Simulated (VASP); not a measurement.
# Mg3SO3 in VASP: notebook

The runs below take Mg3SO3 through single point, with PBE.

Program: VASP 6.6.1. These are calculated values, not measurements. Logs are shortened: lines on timing, memory, paths and dates and some standing lists are left out, and cuts for length are marked.

### Step 1. The cell of the first run

The cell holds a slab with vacuum, 7 atoms: a = 3.009 Å, b = 3.009 Å, c = 19.780 Å, α = 90.00°, β = 90.00°, γ = 90.00°.

### Step 2. Single point, PBE, collinear spin

Contents of INCAR:

```
  PREC = Accurate
  ENCUT = 520
  EDIFF = 1E-6
  ISMEAR = 0
  SIGMA = 0.05
  LREAL = F
  LASPH = T
  NELM = 150
  ALGO = Normal
  ISIF = 2
  LWAVE = F
  LCHARG = T
  ISPIN = 2
  MAGMOM = 0 0 0 0 0 0 2
  LORBIT = 11
  LDIPOL = T
  IDIPOL = 3
  DIPOL = 0.5 0.5 0.346
  GGA = PE
  LELF = T
  LVHAR = T
  LVACPOTAV = T
  NBANDS = 28
```

Contents of KPOINTS:

```
Automatic mesh
0
Gamma
  9 9 1
```

Contents of POSCAR:

```
Mg3SO3
1.0
    3.0085896345      0.0000000000      0.0000000000
    0.0000000000      3.0085896345      0.0000000000
    0.0000000000      0.0000000000     19.7799623498
Mg O S
3 3 1
Direct
    0.5000000000      0.5000000000      0.2022248541
    0.0000000000      0.0000000000      0.3100331121
    0.5000000000      0.5000000000      0.4161289127
    0.0000000000      0.0000000000      0.2022248541
    0.5000000000      0.5000000000      0.3095409237
    0.0000000000      0.0000000000      0.4186035445
    0.3750000000      0.3750000000      0.5603191799
```

Potentials or basis: VASP PAW PBE potentials, release 64 (Mg, O, S).

Run with:

```console
$ cat potpaw_PBE.64/Mg/POTCAR potpaw_PBE.64/O/POTCAR potpaw_PBE.64/S/POTCAR > POTCAR
$ mpirun -np 1 vasp_std > vasp.out
```

OUTCAR:

```text
PREC = Accurate
   ENCUT = 520
   EDIFF = 1E-6
   ISMEAR = 0
   LREAL = F
   LASPH = T
   NELM = 150
   ISIF = 2
   ISPIN = 2
   LORBIT = 11
   GGA = PE

 ion  position               nearest neighbor table
   1  0.500  0.500  0.202-   5 2.12   4 2.13   4 2.13   4 2.13   4 2.13   2 3.01   2 3.01   2 3.01
                             2 3.01
   2  0.000  0.000  0.310-   5 2.13   5 2.13   5 2.13   5 2.13   4 2.13   6 2.15   3 2.99   3 2.99
                             3 2.99   3 2.99   1 3.01   1 3.01   1 3.01   1 3.01
   3  0.500  0.500  0.416-   5 2.11   6 2.13   6 2.13   6 2.13   6 2.13   7 2.90   2 2.99   2 2.99
                             2 2.99   2 2.99
   4  0.000  0.000  0.202-   1 2.13   1 2.13   1 2.13   1 2.13   2 2.13
   5  0.500  0.500  0.310-   3 2.11   1 2.12   2 2.13   2 2.13   2 2.13   2 2.13
   6  0.000  0.000  0.419-   3 2.13   3 2.13   3 2.13   3 2.13   2 2.15
   7  0.375  0.375  0.560-   3 2.90

  LATTYP: Found a simple tetragonal cell.
 ALAT       =     3.0085896345
 C/A-ratio  =     6.5744966090

  Lattice vectors:

 A1 = (   3.0085896345,   0.0000000000,   0.0000000000)
 A2 = (   0.0000000000,   3.0085896345,   0.0000000000)
 A3 = (   0.0000000000,   0.0000000000,  19.7799623498)

Analysis of symmetry for initial positions (statically):
=====================================================================
 Subroutine PRICEL returns:
 Original cell was already a primitive cell.

 Routine SETGRP: Setting up the symmetry group for a
 simple tetragonal supercell.

 Subroutine GETGRP returns: Found  2 space group operations
 (whereof  2 operations were pure point group operations)
 out of a pool of 16 trial point group operations.

The static configuration has the point symmetry C_1h.

Analysis of symmetry for dynamics (positions and initial velocities):
=====================================================================
 Subroutine PRICEL returns:
 Original cell was already a primitive cell.

 Routine SETGRP: Setting up the symmetry group for a
 simple tetragonal supercell.

 Subroutine GETGRP returns: Found  2 space group operations
 (whereof  2 operations were pure point group operations)
 out of a pool of 16 trial point group operations.

The dynamic configuration has the point symmetry C_1h.

Analysis of structural, dynamic, and magnetic symmetry:
=====================================================================
 Subroutine PRICEL returns:
 Original cell was already a primitive cell.

 Routine SETGRP: Setting up the symmetry group for a
 simple tetragonal supercell.

 Subroutine GETGRP returns: Found  2 space group operations
 (whereof  2 operations were pure point group operations)
 out of a pool of 16 trial point group operations.

The overall configuration has the point symmetry C_1h.

 Subroutine INISYM returns: Found  2 space group operations
 (whereof  2 operations are pure point group operations),
 and found     1 'primitive' translations

----------------------------------------------------------------------------------------

                                     Primitive cell

  volume of cell :     179.0405

  direct lattice vectors                    reciprocal lattice vectors
     3.008589634  0.000000000  0.000000000     0.332381654  0.000000000  0.000000000
     0.000000000  3.008589634  0.000000000     0.000000000  0.332381654  0.000000000
     0.000000000  0.000000000 19.779962350     0.000000000  0.000000000  0.050556214

  length of vectors
     3.008589634  3.008589634 19.779962350     0.332381654  0.332381654  0.050556214

  position of ions in fractional coordinates (direct lattice)
     0.500000000  0.500000000  0.202224854
     0.000000000  0.000000000  0.310033112
     0.500000000  0.500000000  0.416128913
     0.000000000  0.000000000  0.202224854
     0.500000000  0.500000000  0.309540924
     0.000000000  0.000000000  0.418603545
     0.375000000  0.375000000  0.560319180

  ion indices of the primitive-cell ions
   primitive index   ion index
                 1           1
                 2           2
                 3           3
                 4           4
                 5           5
                 6           6
                 7           7

[... 57 lines left out ...]
   ions per type =               3   3   1
   NGX,Y,Z   is equivalent  to a cutoff of  13.26, 13.26, 12.61 a.u.
   NGXF,Y,Z  is equivalent  to a cutoff of  26.52, 26.52, 25.21 a.u.
 SYSTEM =  unknown system
   PREC   = accura    normal or accurate (medium, high low for compatibility)
   ISTART =      0    job   : 0-new  1-cont  2-samecut
   ICHARG =      2    charge: 1-file 2-atom 10-const
   ISPIN  =      2    spin polarized calculation?
   LNONCOLLINEAR =      F non collinear calculations
   LSORBIT =      F    spin-orbit coupling
   LASPH  =      T    aspherical Exc in radial PAW
   ENCUT  =  520.0 eV  38.22 Ry    6.18 a.u.   5.59  5.59 36.78*2*pi/ulx,y,z
   NELM   =    150;   NELMIN=  2; NELMDL= -5     # of ELM steps
   EDIFF  = 0.1E-05   stopping-criterion for ELM
   LREAL  =      F    real-space projection
   EDIFFG = 0.1E-04   stopping-criterion for IOM
   NSW    =      0    number of steps for IOM
   IBRION =     -1    ionic relax: 0-MD 1-quasi-New 2-CG
   NFREE  =      0    steps in history (QN), initial steepest desc. (CG)
   ISIF   =      2    stress and relaxation
   ISYM   =      2    0-nonsym 1-usesym 2-fastsym
   POTIM  = 0.5000    time-step for ionic-motion
   TEBEG  =    0.0;   TEEND  =   0.0 temperature during run
   PSTRESS=    0.0 pullay stress
   NELECT =      30.0000    total number of electrons
   NUPDOWN=      -1.0000    fix difference up-down
   EMIN   =  10.00;   EMAX   =-10.00  energy-range for DOS
   EFERMI =   0.00;   METHOD = LEGACY
   ISMEAR =     0;   SIGMA  =   0.05  broadening in eV -4-tet -1-fermi 0-gaus
   EFERMI_NEDOS =   21; number of points for ismear=-14 and -15
   IALGO  =     38    algorithm
   IMIX   =      4    mixing-type and parameters
     AMIX     =   0.40;   BMIX     =  1.00
     AMIX_MAG =   1.60;   BMIX_MAG =  1.00
  volume/ion in A,a.u.               =      25.58       172.60
  Fermi-wavevector in a.u.,A,eV,Ry     =   0.902537  1.705547 11.082928  0.814572
  Thomas-Fermi vector in A             =   2.025752
   LORBIT       =     11    0 simple, 1 ext, 2 COOP (PROOUT), +10 PAW based schemes
   GGA     = PE    functional components
   LHFCALC =     F    Hartree Fock is set to
   AEXX    =    0.0000 exact exchange contribution
   IVDW    =     0    specifies the selected vdW correction
   LEPSILON=     F    determine dielectric tensor
   LRPA    =     F    only Hartree local field effects (RPA)
 spin polarized calculation
 Gauss-broadening in eV      SIGMA  =   0.05
  energy-cutoff  :      520.00
  volume of cell :      179.04
 maximum number of plane-waves:      4849
   NGX = 11   NGY = 11   NGZ = 73

 dipolmoment           0.000000      0.000000     -0.013036 electrons x Angstroem

 number of electron      30.0000004 magnetization       0.6140464

 dipolmoment           0.000000      0.000000      0.121023 electrons x Angstroem

 Free energy of the ion-electron system (eV)
  ---------------------------------------------------
  ext. energy  EPLUGINS =         0.00000000
  ---------------------------------------------------
  free energy    TOTEN  =       -37.20367218 eV

  energy without entropy =      -37.19870764  energy(sigma->0) =      -37.20118991

 E-fermi :  -1.6320     XC(G=0):  -5.5141

 val. band max:       -1.6456359564   @ k =   0.2222   0.0000   0.0000
 cond. band min:      -1.6215203679   @ k =   0.2222   0.1111   0.0000
 fundamental gap:      0.0241155884
 Fermi energy:        -1.6319992770

 spin component 1

 k-point     1 :       0.0000    0.0000    0.0000
  band No.  band energies     occupation
      1     -18.7849      1.00000
      2     -17.9968      1.00000
      3     -17.5699      1.00000
      4     -14.0368      1.00000
      5      -5.3459      1.00000
      6      -4.4061      1.00000
[... 709 lines left out ...]
     26       9.0983      0.00000
     27       9.7160      0.00000

 [... further k-points ...]

 spin component 2

 k-point     1 :       0.0000    0.0000    0.0000
  band No.  band energies     occupation
      1     -18.7570      1.00000
      2     -17.9590      1.00000
      3     -17.4525      1.00000
      4     -13.6164      1.00000
      5      -5.2879      1.00000
      6      -4.0964      1.00000
[... 709 lines left out ...]
     26       9.1395      0.00000
     27       9.7500      0.00000

 [... further k-points ...]

 [bands above 27 left out]

------------------------ aborting loop because EDIFF is reached ----------------------------------------

  FORCE on cell =-STRESS in cart. coord.  units (eV):
  Direction    XX          YY          ZZ          XY          YZ          ZX
  --------------------------------------------------------------------------------------
  -------------------------------------------------------------------------------------
  Total       -6.4977996     -6.4977996     -0.0962948     -0.0561946     -0.0201299     -0.0201302
  in kB      -58.1467604    -58.1467604     -0.8617121     -0.5028682     -0.1801359     -0.1801385
  external PRESSURE =     -39.0517443 kB  Pullay stress =       0.0000000 kB

 VOLUME and BASIS-vectors are now :
 -----------------------------------------------------------------------------
  energy-cutoff  :      520.00
  volume of cell :      179.04
      direct lattice vectors                 reciprocal lattice vectors
     3.008589634  0.000000000  0.000000000     0.332381654  0.000000000  0.000000000
     0.000000000  3.008589634  0.000000000     0.000000000  0.332381654  0.000000000
     0.000000000  0.000000000 19.779962350     0.000000000  0.000000000  0.050556214

 POSITION                                       TOTAL-FORCE (eV/Angst)
 -----------------------------------------------------------------------------------
      1.50429      1.50429      4.00000         0.000774      0.000774      0.452295
      0.00000      0.00000      6.13244         0.007547      0.007547      0.025396
      1.50429      1.50429      8.23101        -0.012359     -0.012359      0.756019
      0.00000      0.00000      4.00000         0.001496      0.001496     -0.434614
      1.50429      1.50429      6.12271         0.011850      0.011850     -0.068209
      0.00000      0.00000      8.27996        -0.020206     -0.020206     -0.728317
      1.12822      1.12822     11.08309         0.010898      0.010898     -0.002569
 -----------------------------------------------------------------------------------
    total drift:                                0.000171      0.000171     -0.001647

  FREE ENERGIE OF THE ION-ELECTRON SYSTEM (eV)
  ---------------------------------------------------
  free  energy   TOTEN  =       -37.2036721844 eV

  energy  without entropy=      -37.1987076358  energy(sigma->0) =      -37.20118991

 vacuum level on the upper side and lower side of the slab         5.201         2.781

 total charge

# of ion       s       p       d       tot
------------------------------------------
    1        0.141   0.150   0.061   0.352
    2        0.147   0.171   0.073   0.391
    3        0.139   0.153   0.064   0.356
    4        1.543   3.491   0.000   5.034
    5        1.544   3.540   0.000   5.084
    6        1.549   3.474   0.000   5.023
    7        1.410   2.040   0.000   3.450
--------------------------------------------------
tot          6.472  13.019   0.198  19.690

 magnetization (x)

# of ion       s       p       d       tot
------------------------------------------
    1       -0.000   0.000   0.000   0.000
    2       -0.000   0.001   0.001   0.001
    3       -0.001  -0.000   0.000  -0.001
    4       -0.000   0.002   0.000   0.002
    5        0.000   0.014   0.000   0.014
    6        0.002   0.092   0.000   0.094
    7        0.010   0.288   0.000   0.298
--------------------------------------------------
tot          0.011   0.396   0.001   0.408
```

It took 12 min on 1 thread of Oxide Virtual Turin-like, shared host; peak memory 0.42 GiB.

What came out:

```
Free energy                                           : -37.2037 eV
Largest force                                         : 0.756 eV/Å
Net moment                                            : 0.61 μB per cell
Site moments                                          : Mg +0.00, -0.00 (each value once); O +0.00, +0.01, +0.09; S +0.30 μB
Valence electrons inside the program's atomic spheres : Mg 0.35, 0.39, 0.36; O 5.03, 5.08, 5.02; S 3.45
```

Forces on the atoms (eV/Å):
```
Mg   0.001  0.001  0.452
Mg   0.008  0.008  0.025
Mg  -0.012 -0.012  0.756
O    0.001  0.001 -0.435
O    0.012  0.012 -0.068
O   -0.020 -0.020 -0.728
S    0.011  0.011 -0.003
```

Levels at points of the mesh, in eV from the Fermi level:
Spin up:
```csv
k point,band 12,band 13,band 14,band 15,band 16,band 17,band 18,band 19
"(0.00, 0.00, 0.00)",-0.59,-0.32,-0.31,1.45,1.49,2.92,4.78,5.30
```
Spin down:
```
           k point  band 13  band 14  band 15  band 16  band 17  band 18
(0.00, 0.00, 0.00)    -0.25    -0.21     1.80     1.82     2.93     4.79
```

Caveat: a moment this small can come from the mesh or the smearing.

### Step 3. Single point, PBE, collinear spin

Contents of INCAR:

```
SYSTEM = Mg3SO3
ALGO = Normal ; DIPOL = 0.5 0.5 0.346
EDIFF = 1E-7 ; ENCUT = 520
GGA = PE ; IDIPOL = 3
ISIF = 2 ; ISMEAR = 0
ISPIN = 2 ; LASPH = .True.
LCHARG = .True. ; LDIPOL = .True.
LELF = .True. ; LORBIT = 11
LREAL = .False. ; LVACPOTAV = .True.
LVHAR = .True. ; LWAVE = .False.
MAGMOM = 0 0 0 0 0 0 2 ; NBANDS = 28
NELM = 150 ; PREC = Accurate
SIGMA = 0.05
```

Contents of KPOINTS:

```
k-points
0
Gamma
  9 9 1
  0 0 0
```

Changes to POSCAR since step 2:

```diff
@@ -14,2 +14,2 @@
     0.0000000000      0.0000000000      0.4186035445
-    0.3750000000      0.3750000000      0.5603191799
+    0.2500000000      0.2500000000      0.5626353955
```

Potentials or basis: VASP PAW PBE potentials, release 64 (Mg, O, S).

Run with:

```console
$ cat potpaw_PBE.64/Mg/POTCAR potpaw_PBE.64/O/POTCAR potpaw_PBE.64/S/POTCAR > POTCAR
$ mpirun -np 1 vasp_std > vasp.out
```

Wall time 17 min (1 thread of Oxide Virtual Turin-like, shared host); peak memory 0.41 GiB.

The run converged. Its results:

```
Free energy                                           : -37.1945 eV
Largest force                                         : 0.646 eV/Å
Net moment                                            : 0.67 μB per cell
Site moments                                          : Mg -0.00, +0.00 (each value once); O +0.00, +0.01, +0.10; S +0.34 μB
Valence electrons inside the program's atomic spheres : Mg 0.35, 0.39 (each value once); O 5.03, 5.08, 5.02; S 3.45
```

Forces in eV/Å, atoms in the order of the input:
```
Mg   0.001  0.001  0.451
Mg   0.009  0.009 -0.034
Mg  -0.022 -0.022  0.645
O    0.001  0.001 -0.431
O    0.012  0.012 -0.011
O   -0.024 -0.024 -0.620
S    0.023  0.023  0.000
```

Levels at points of the mesh, in eV from the Fermi level:
Spin up:
```tsv
k point	band 11	band 12	band 13	band 14	band 15	band 16	band 17	band 18	band 19	band 20
(0.00, 0.00, 0.00)	-1.00	-0.83	-0.61	-0.61	1.29	1.34	2.70	4.48	4.97	6.29
```
Spin down:
```
           k point  band 12  band 13  band 14  band 15  band 16  band 17  band 18  band 19
(0.00, 0.00, 0.00)    -0.60    -0.56    -0.42     1.65     1.68     2.71     4.50     5.01
```

Caveat: a moment this small can come from the mesh or the smearing.
